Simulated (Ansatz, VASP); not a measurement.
**Al2Au in VASP and in Ansatz**

The input INCAR:

```
PREC = Accurate
ENCUT = 400
EDIFF = 1E-8
ISMEAR = -1
SIGMA = 0.05
LREAL = False
LASPH = True
NELM = 120
ALGO = Normal
ISIF = 2
LWAVE = False
LCHARG = False
GGA = CA
LEFG = True
NBANDS = 16
GGA_COMPAT = False
```

Contents of KPOINTS:

```
regular mesh
0
Gamma
  11 11 11
```

POSCAR

```
Al2Au
1.0
    0.0000000000      3.0000000000      2.9700000000
    3.0000000000      0.0000000000      2.9700000000
    3.0000000000      3.0000000000      0.0000000000
Al Au
2 1
Direct
    0.2500000000      0.2500000000      0.2500000000
    0.7500000000      0.7500000000      0.7500000000
    0.0000000000      0.0000000000      0.0000000000
```

Input for Ansatz:

```yaml
crystal:
  lattice:
    - [0.0, 3.0, 2.97]
    - [3.0, 0.0, 2.97]
    - [3.0, 3.0, 0.0]
  atoms:
    - { symbol: Al, position: [0.25, 0.25, 0.25] }
    - { symbol: Al, position: [0.75, 0.75, 0.75] }
    - { symbol: Au, position: [0.0, 0.0, 0.0] }
kpoints:
  mp_grid: { grid: [11, 11, 11] }
scf:
  occupations: { method: fermi_dirac, width: 0.05 }
hamiltonian:
  xc: lda
  pseudopotentials: { kind: all_electron, datasets: crystal }
output:
  forces: true
  stress: true
  eigenvalues: true
  efg: { contact_densities: true }
```

Change from the starting cell: zz strain of -1 %, crystal datasets.

Alike in both runs: task electric field gradients; functional LDA; k mesh 11 × 11 × 11; occupations fermi-dirac, width 0.05 eV; no spin polarisation.

|  | VASP | Ansatz |
| --- | --- | --- |
| version | VASP 6.6.1 | Ansatz 0.2.0 |
| potentials or method | VASP PAW LDA potentials, release 64 (Al, Au), cutoff 400 eV | all-electron PAW with datasets made for the crystal, scalar-relativistic |

```csv
,VASP,Ansatz,Ansatz less VASP
pressure (GPa),-1.2,-1.4,-0.22
"traceless stress, the component that is largest in VASP (GPa)",0.36,0.37,+0.003
size of Vzz on the site where it differs most (V/Å²),11.1,7.6,-3.46
```

LDA's correlation is that of Perdew and Zunger in VASP and of Perdew and Wang (1992) in Ansatz. Ansatz ran all-electron here, and VASP with PAW potentials.

Spin-orbit coupling is off throughout.
